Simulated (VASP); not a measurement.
# SrO (P-6m2) in VASP: further runs

Runs on SrO. Level: PBEsol. Tasks: single point, relaxation of shape and atoms at fixed volume.

Program: VASP 6.6.1. These are calculated values, not measurements. Logs are shortened: lines on timing, memory, paths and dates and some standing lists are left out, and cuts for length are marked.

## Step 1: The cell of the first run

The structure is hexagonal, space group P-6m2 (No. 187). The conventional cell has a = 3.527 Å, b = 3.527 Å, c = 3.193 Å, α = 90.00°, β = 90.00°, γ = 120.00°. Sr (site symmetry -6m2) has 6 O at 2.59 Å and 2 Sr at 3.19 Å within 3.4 Å. Within 3.4 Å of O (site symmetry -6m2) lie 6 Sr at 2.59 Å and 2 O at 3.19 Å.

## Step 2: Single point, PBEsol (volume scaled by 1.040)

The input, INCAR:

```
SYSTEM = SrO
  PREC = Accurate
  ENCUT = 520
  EDIFF = 1E-6
  ISMEAR = 0
  SIGMA = 0.05
  LREAL = .False.
  LASPH = .True.
  NELM = 60
  ALGO = Normal
  ISIF = 2
  LWAVE = .False.
  LCHARG = .False.
  GGA = PS
  NBANDS = 15
```

The input, KPOINTS:

```
regular mesh
0
Gamma
  10 10 10
  0 0 0
```

The input, POSCAR:

```
SrO
1.0
    3.5271993275      0.0000000000      0.0000000000
   -1.7635996637      3.0546442218      0.0000000000
    0.0000000000      0.0000000000      3.1934150061
Sr O
1 1
Direct
    0.0000000000      0.0000000000      0.0000000000
    0.6666666667      0.3333333333      0.5000000000
```

Potentials or basis: VASP PAW PBE potentials, release 64 (Sr_sv, O).

Command:

```bash
> cat potpaw_PBE.64/Sr_sv/POTCAR potpaw_PBE.64/O/POTCAR > POTCAR
> mpirun -np 1 vasp_std > vasp.out
```

OUTCAR:

```text
SYSTEM = SrO
   PREC = Accurate
   ENCUT = 520
   EDIFF = 1E-6
   ISMEAR = 0
   LREAL = .False.
   LASPH = .True.
   NELM = 60
   ISIF = 2
   GGA = PS

 ion  position               nearest neighbor table
   1  0.000  0.000  0.000-   2 2.59   2 2.59   2 2.59   2 2.59   2 2.59   2 2.59
   2  0.667  0.333  0.500-   1 2.59   1 2.59   1 2.59   1 2.59   1 2.59   1 2.59

  LATTYP: Found a hexagonal cell.
 ALAT       =     3.5271993275
 C/A-ratio  =     0.9053684551

  Lattice vectors:

 A1 = (   3.5271993275,   0.0000000000,   0.0000000000)
 A2 = (  -1.7635996637,   3.0546442218,   0.0000000000)
 A3 = (   0.0000000000,   0.0000000000,   3.1934150061)

Analysis of symmetry for initial positions (statically):
=====================================================================
 Subroutine PRICEL returns:
 Original cell was already a primitive cell.

 Routine SETGRP: Setting up the symmetry group for a
 hexagonal supercell.

 Subroutine GETGRP returns: Found 12 space group operations
 (whereof 12 operations were pure point group operations)
 out of a pool of 24 trial point group operations.

The static configuration has the point symmetry D_3h.

Analysis of symmetry for dynamics (positions and initial velocities):
=====================================================================
 Subroutine PRICEL returns:
 Original cell was already a primitive cell.

 Routine SETGRP: Setting up the symmetry group for a
 hexagonal supercell.

 Subroutine GETGRP returns: Found 12 space group operations
 (whereof 12 operations were pure point group operations)
 out of a pool of 24 trial point group operations.

The dynamic configuration has the point symmetry D_3h.

 Subroutine INISYM returns: Found 12 space group operations
 (whereof 12 operations are pure point group operations),
 and found     1 'primitive' translations

----------------------------------------------------------------------------------------

                                     Primitive cell

  volume of cell :      34.4069

  direct lattice vectors                    reciprocal lattice vectors
     3.527199327  0.000000000  0.000000000     0.283511054  0.163685184  0.000000000
    -1.763599664  3.054644222  0.000000000     0.000000000  0.327370367  0.000000000
     0.000000000  0.000000000  3.193415006     0.000000000  0.000000000  0.313144392

  length of vectors
     3.527199327  3.527199327  3.193415006     0.327370367  0.327370367  0.313144392

  position of ions in fractional coordinates (direct lattice)
     0.000000000  0.000000000  0.000000000
     0.666666667  0.333333333  0.500000000

  ion indices of the primitive-cell ions
   primitive index   ion index
                 1           1
                 2           2

----------------------------------------------------------------------------------------

 KPOINTS: regular mesh

Automatic generation of k-mesh.
 Grid dimensions read from file:
 generate k-points for:   10   10   10

 Generating k-lattice:

  Cartesian coordinates                     Fractional coordinates (reciprocal lattice)
     0.028351105  0.016368518  0.000000000     0.100000000  0.000000000  0.000000000
     0.000000000  0.032737037  0.000000000     0.000000000  0.100000000  0.000000000
     0.000000000  0.000000000  0.031314439     0.000000000  0.000000000  0.100000000

  Length of vectors
     0.032737037  0.032737037  0.031314439

  Shift w.r.t. Gamma in fractional coordinates (k-lattice)
     0.000000000  0.000000000  0.000000000

 Subroutine IBZKPT returns following result:
 ===========================================

 Found     84 irreducible k-points:

 Following reciprocal coordinates:
            Coordinates               Weight
  0.000000  0.000000  0.000000      1.000000
  0.100000  0.000000  0.000000      6.000000
  0.200000  0.000000  0.000000      6.000000
  0.300000 -0.000000  0.000000      6.000000
  0.400000  0.000000  0.000000      6.000000
  0.500000  0.000000  0.000000      3.000000
[... 16 lines left out ...]
  0.300000  0.100000  0.100000     24.000000
  0.400000  0.100000  0.100000     24.000000
 [... further k-points ...]
   k-points           NKPTS =     84   k-points in BZ     NKDIM =     84   number of bands    NBANDS=     15
   number of dos      NEDOS =    301   number of ions     NIONS =      2
   total plane-waves  NPLWV =  18816
   dimension x,y,z NGX =    28 NGY =   28 NGZ =   24
   dimension x,y,z NGXF=    56 NGYF=   56 NGZF=   48
   ions per type =               1   1
   NGX,Y,Z   is equivalent  to a cutoff of  13.20, 13.20, 12.49 a.u.
   NGXF,Y,Z  is equivalent  to a cutoff of  26.39, 26.39, 24.99 a.u.
 SYSTEM =  SrO
   PREC   = accura    normal or accurate (medium, high low for compatibility)
   ISTART =      0    job   : 0-new  1-cont  2-samecut
   ICHARG =      2    charge: 1-file 2-atom 10-const
   ISPIN  =      1    spin polarized calculation?
   LNONCOLLINEAR =      F non collinear calculations
   LSORBIT =      F    spin-orbit coupling
   LASPH  =      T    aspherical Exc in radial PAW
   ENCUT  =  520.0 eV  38.22 Ry    6.18 a.u.   6.56  6.56  5.94*2*pi/ulx,y,z
   NELM   =     60;   NELMIN=  2; NELMDL= -5     # of ELM steps
   EDIFF  = 0.1E-05   stopping-criterion for ELM
   LREAL  =      F    real-space projection
   EDIFFG = 0.1E-04   stopping-criterion for IOM
   NSW    =      0    number of steps for IOM
   IBRION =     -1    ionic relax: 0-MD 1-quasi-New 2-CG
   NFREE  =      0    steps in history (QN), initial steepest desc. (CG)
   ISIF   =      2    stress and relaxation
   ISYM   =      2    0-nonsym 1-usesym 2-fastsym
   POTIM  = 0.5000    time-step for ionic-motion
   TEBEG  =    0.0;   TEEND  =   0.0 temperature during run
   PSTRESS=    0.0 pullay stress
   NELECT =      16.0000    total number of electrons
   NUPDOWN=      -1.0000    fix difference up-down
   EMIN   =  10.00;   EMAX   =-10.00  energy-range for DOS
   EFERMI =   0.00;   METHOD = LEGACY
   ISMEAR =     0;   SIGMA  =   0.05  broadening in eV -4-tet -1-fermi 0-gaus
   EFERMI_NEDOS =   21; number of points for ismear=-14 and -15
   IALGO  =     38    algorithm
   IMIX   =      4    mixing-type and parameters
     AMIX     =   0.40;   BMIX     =  1.00
     AMIX_MAG =   1.60;   BMIX_MAG =  1.00
  volume/ion in A,a.u.               =      17.20       116.09
  Fermi-wavevector in a.u.,A,eV,Ry     =   1.268332  2.396799 21.887218  1.608665
  Thomas-Fermi vector in A             =   2.401432
   LORBIT       =      0    0 simple, 1 ext, 2 COOP (PROOUT), +10 PAW based schemes
   GGA     = PS    functional components
   LHFCALC =     F    Hartree Fock is set to
   AEXX    =    0.0000 exact exchange contribution
   IVDW    =     0    specifies the selected vdW correction
   LEPSILON=     F    determine dielectric tensor
   LRPA    =     F    only Hartree local field effects (RPA)
 non-spin polarized calculation
 Gauss-broadening in eV      SIGMA  =   0.05
  energy-cutoff  :      520.00
  volume of cell :       34.41
 maximum number of plane-waves:       960
 NGX is ok and might be reduce to    28
   NGX = 13   NGY = 13   NGZ = 11

 number of electron      15.9999995 magnetization

 Free energy of the ion-electron system (eV)
  ---------------------------------------------------
  ext. energy  EPLUGINS =         0.00000000
  ---------------------------------------------------
  free energy    TOTEN  =       -12.23645567 eV

  energy without entropy =      -12.23645567  energy(sigma->0) =      -12.23645567

 E-fermi :   2.2711     XC(G=0): -10.2004

 val. band max:        1.9197352521   @ k =   0.0000   0.0000   0.0000
 cond. band min:       4.6117534749   @ k =   0.0000   0.0000   0.0000
 fundamental gap:      2.6920182228
 Fermi energy:         2.2711204816

 k-point     1 :       0.0000    0.0000    0.0000
  band No.  band energies     occupation
      1     -31.1638      2.00000
      2     -13.4352      2.00000
      3     -12.8080      2.00000
      4     -12.8080      2.00000
      5     -12.5643      2.00000
      6       1.0624      2.00000
      7       1.0624      2.00000
      8       1.9197      2.00000
      9       4.6118      0.00000
     10       5.7448      0.00000
     11       9.5527      0.00000
     12       9.5527      0.00000
     13      12.2790      0.00000
     14      12.2790      0.00000
     15      16.0118      0.00000

 k-point     2 :       0.1000    0.0000    0.0000
  band No.  band energies     occupation
      1     -31.1516      2.00000
      2     -13.7383      2.00000
      3     -12.8323      2.00000
      4     -12.5533      2.00000
      5     -12.5499      2.00000
      6       0.8261      2.00000
      7       1.1111      2.00000
      8       1.8563      2.00000
      9       4.9302      0.00000
     10       6.0430      0.00000
     11       9.2229      0.00000
     12       9.7066      0.00000
     13      12.1963      0.00000
     14      12.1994      0.00000
     15      16.3496      0.00000

 k-point     3 :       0.2000    0.0000    0.0000
  band No.  band energies     occupation
      1     -31.1195      2.00000
      2     -14.2128      2.00000
      3     -12.8953      2.00000
      4     -12.5120      2.00000
      5     -12.2065      2.00000
      6       0.3797      2.00000
      7       1.2315      2.00000
      8       1.6936      2.00000
      9       5.4819      0.00000
     10       6.8662      0.00000
     11       8.6959      0.00000
     12      10.1733      0.00000
     13      11.9580      0.00000
     14      12.0013      0.00000
     15      16.5969      0.00000
[... 343 lines left out ...]
 k-point    23 :       0.3000    0.1000    0.1000
  band No.  band energies     occupation
      1     -31.0418      2.00000
      2     -14.7467      2.00000
      3     -13.0808      2.00000
      4     -12.6428      2.00000
      5     -11.7592      2.00000
      6       0.0007      2.00000
      7       1.1889      2.00000
      8       1.3843      2.00000
      9       5.9276      0.00000
     10       8.1389      0.00000
     11       9.3342      0.00000
     12      10.8686      0.00000
     13      11.5481      0.00000
     14      12.3373      0.00000
     15      16.3301      0.00000

 k-point    24 :       0.4000    0.1000    0.1000
  band No.  band energies     occupation
      1     -31.0194      2.00000
      2     -14.9077      2.00000
      3     -13.1423      2.00000
      4     -12.5861      2.00000
      5     -11.7119      2.00000
      6      -0.1158      2.00000
      7       1.2096      2.00000
      8       1.3240      2.00000
      9       5.7619      0.00000
     10       8.5630      0.00000
     11       9.8624      0.00000
     12      10.9881      0.00000
     13      11.6920      0.00000
     14      13.2021      0.00000
     15      15.4239      0.00000

 [... further k-points ...]

------------------------ aborting loop because EDIFF is reached ----------------------------------------

  FORCE on cell =-STRESS in cart. coord.  units (eV):
  Direction    XX          YY          ZZ          XY          YZ          ZX
  --------------------------------------------------------------------------------------
  -------------------------------------------------------------------------------------
  Total       -0.5585328     -0.5585328     -0.5342374     -0.0000000      0.0000000      0.0000000
  in kB      -26.0083787    -26.0083787    -24.8770494     -0.0000000      0.0000000      0.0000000
  external PRESSURE =     -25.6312689 kB  Pullay stress =       0.0000000 kB

 VOLUME and BASIS-vectors are now :
 -----------------------------------------------------------------------------
  energy-cutoff  :      520.00
  volume of cell :       34.41
      direct lattice vectors                 reciprocal lattice vectors
     3.527199327  0.000000000  0.000000000     0.283511054  0.163685184  0.000000000
    -1.763599664  3.054644222  0.000000000     0.000000000  0.327370367  0.000000000
     0.000000000  0.000000000  3.193415006     0.000000000  0.000000000  0.313144392

 POSITION                                       TOTAL-FORCE (eV/Angst)
 -----------------------------------------------------------------------------------
      0.00000      0.00000      0.00000        -0.000000      0.000000      0.000000
      1.76360      1.01821      1.59671         0.000000      0.000000      0.000000
 -----------------------------------------------------------------------------------
    total drift:                               -0.000000      0.000000      0.000000

  FREE ENERGIE OF THE ION-ELECTRON SYSTEM (eV)
  ---------------------------------------------------
  free  energy   TOTEN  =       -12.2364556680 eV

  energy  without entropy=      -12.2364556680  energy(sigma->0) =      -12.23645567
```

Run time: 24 s. Hardware: 1 thread of Intel Xeon 6975P-C, shared host; peak memory 0.18 GiB.

What came out:

```yaml
Free_energy: -12.2365 eV
Pressure: -2.6 GPa
Band_gap_on_the_k_mesh: 2.69 eV, direct
```

Stress tensor (GPa, compression positive):
```
-2.60  0.00  0.00
 0.00 -2.60  0.00
 0.00  0.00 -2.49
```

Caveat: the cell differs from its parent crystal (volume scaled by 1.040); the PAW data sets were made with another functional, which shifts forces and pressure a little. A k mesh can miss the band edges.

## Step 3: Relaxation of shape and atoms at fixed volume, PBEsol (volume scaled by 0.960)

The input, INCAR:

```
PREC = Accurate
ENCUT = 600
EDIFF = 1E-6
ISMEAR = 0
SIGMA = 0.05
LREAL = F
LASPH = T
NELM = 80
ALGO = Normal
ISIF = 4
LWAVE = F
LCHARG = F
GGA = PS
IBRION = 2
NSW = 60
EDIFFG = -0.01
```

The input, KPOINTS:

```
regular mesh
0
Gamma
  10 10 10
```

The input, POSCAR:

```
SrO
1.0
    3.4292403107      0.0000000000      0.0000000000
   -1.7146201553      2.9698092247      0.0000000000
    0.0000000000      0.0000000000      3.1185838182
Sr O
1 1
Direct
    0.0000000000      0.0000000000      0.0000000000
    0.6666666667      0.3333333333      0.5000000000
```

Potentials or basis: VASP PAW PBE potentials, release 64 (Sr_sv, O).

Command:

```bash
> cat potpaw_PBE.64/Sr_sv/POTCAR potpaw_PBE.64/O/POTCAR > POTCAR
> mpirun -np 1 vasp_std > vasp.out
```

Run time: 34 s. Hardware: 1 thread of Intel Xeon 6975P-C, shared host; peak memory 0.19 GiB.

Results (log left out):

| Property | Result |
| --- | --- |
| Free energy | -12.2223 eV |
| Energy gained by relaxing | 0.1 meV/atom |
| Ionic steps | 2 |
| Pressure after relaxing | 4.7 GPa |
| Band gap on the k mesh | 2.86 eV, direct |

Stress tensor (GPa, compression positive):
```
4.70 0.00 0.00
0.00 4.70 0.00
0.00 0.00 4.60
```

Step by step:
```csv
step,energy change (eV),largest force (eV/Å),pressure (GPa),volume (Å³)
1,0.0000,0.0000,4.69,31.76
2,-0.0001,0.0000,4.67,31.76
```

Final structure:
```
CELL_PARAMETERS angstrom
3.42589 0.00000 0.00000
-1.71294 2.96690 0.00000
0.00000 0.00000 3.12469
ATOMIC_POSITIONS crystal
Sr 0.00000 0.00000 0.00000
O 0.66667 0.33333 0.50000
```

Levels at points of the mesh, in eV from the valence-band top:
```
           k point  band 5  band 6  band 7  band 8  band 9  band 10  band 11  band 12
(0.00, 0.00, 0.00)  -14.19   -0.96   -0.96    0.00    2.86     4.12     8.00     8.00
(0.50, 0.00, 0.00)  -13.43   -2.29   -0.79   -0.41    3.38     7.06     9.77     9.78
(0.00, 0.00, 0.50)  -12.96   -2.77   -0.77   -0.77    6.27     6.61     6.61     8.04
(0.50, 0.00, 0.50)  -14.48   -1.80   -1.51   -1.46    5.31     6.52     9.91    11.30
```

Caveat: the cell differs from its parent crystal (volume scaled by 0.960); the PAW data sets were made with another functional, which shifts forces and pressure a little. A k mesh can miss the band edges.
